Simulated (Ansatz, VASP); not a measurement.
**One calculation of CsI, two programs**

INCAR

```
  PREC = Accurate
  ENCUT = 500
  EDIFF = 1E-6
  ISMEAR = 1
  SIGMA = 0.001
  LREAL = F
  LASPH = T
  NELM = 120
  ALGO = Normal
  ISIF = 2
  LWAVE = F
  LCHARG = F
  GGA = PE
  NBANDS = 15
  GGA_COMPAT = F
```

The input KPOINTS:

```
Automatic mesh
0
Gamma
  4 4 4
```

Contents of POSCAR:

```
CsI
1.0
    4.6081405142      0.0000000000      0.0000000000
    0.0000000000      4.6081405142      0.0000000000
    0.0000000000      0.0000000000      4.6081405142
Cs I
1 1
Direct
    0.0000000000      0.0000000000      0.0000000000
    0.5000000000      0.5000000000      0.5000000000
```

Input for Ansatz:

```yaml
crystal:
  lattice:
    - [4.6081405142, 0.0, 0.0]
    - [0.0, 4.6081405142, 0.0]
    - [0.0, 0.0, 4.6081405142]
  atoms:
    - { symbol: Cs, position: [0.0, 0.0, 0.0] }
    - { symbol: I, position: [0.5, 0.5, 0.5] }
kpoints:
  mp_grid: { grid: [4, 4, 4] }
hamiltonian:
  xc: pbe
scf:
  occupations: { method: methfessel_paxton, width: 0.001 }
  n_extra_bands: 4
output:
  forces: true
  stress: true
  eigenvalues: true
```

Alike in both runs: task single point; functional PBE; k mesh 4 × 4 × 4; occupations methfessel-paxton of order 1, width 0.001 eV; no spin polarisation.

```csv
,VASP,Ansatz
version,VASP 6.6.1,Ansatz 0.2.0
potentials or method,"VASP PAW PBE potentials, release 64 (Cs_sv, I)",plane waves
plane-wave cutoff (eV),500,420
valence electrons in the cell,16,26
```

Ansatz gave:

* gap on the k mesh at the Fermi level (eV): 3.80
* pressure (GPa): 0.4

Task: What did VASP give for the same quantities?

Result: gap on the k mesh at the Fermi level (eV): 3.79; pressure (GPa): 0.5.

VASP's potentials hold 16 valence electrons a cell and Ansatz's 26, so a difference there can come from the potentials and not from the codes.

Neither program's run includes spin-orbit coupling.
